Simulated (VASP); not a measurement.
Here is a VASP 6.6.1 calculation.

Contents of INCAR:

```
PREC = Accurate ; ENCUT = 520
EDIFF = 1E-6 ; ISMEAR = 0
SIGMA = 0.15 ; LREAL = False
LASPH = True ; NELM = 80
ALGO = Normal ; ISIF = 2
LWAVE = False ; LCHARG = False
GGA = PS ; IVDW = 12
NBANDS = 10
```

KPOINTS

```
regular mesh
0
Gamma
  18 18 10
```

File POSCAR:

```
Al
1.0
    2.7421439677      0.0000000000      0.0000000000
   -1.3710719838      2.3747663369      0.0000000000
    0.0000000000      0.0000000000      4.6235075000
Al
2
Direct
    0.6666666667      0.3333333333      0.7500000000
    0.3333333333      0.6666666667      0.2500000000
```

Potentials or basis: VASP PAW PBE potentials, release 64 (Al).

Run with:

```sh
$ cat potpaw_PBE.64/Al/POTCAR > POTCAR
$ mpirun -np 1 vasp_std > vasp.out
```

Estimate the dispersion energy per atom.

-0.348 eV.

What does it give for the band gap on the k mesh?

Zero (band 3 reaches 12.94 eV, above the bottom of band 4 at 5.68 eV).

What does it give for the pressure?

4.0 GPa.

Stress tensor (GPa, compression positive):
```
4.42 0.00 0.00
0.00 4.42 0.00
0.00 0.00 3.08
```

Caveat: the cell differs from its parent crystal (strain -0.025 along x and y, -0.050 along z); the PAW data sets were made with another functional, which shifts forces and pressure a little; pairwise dispersion overbinds metals, which lowers pressure and volume.
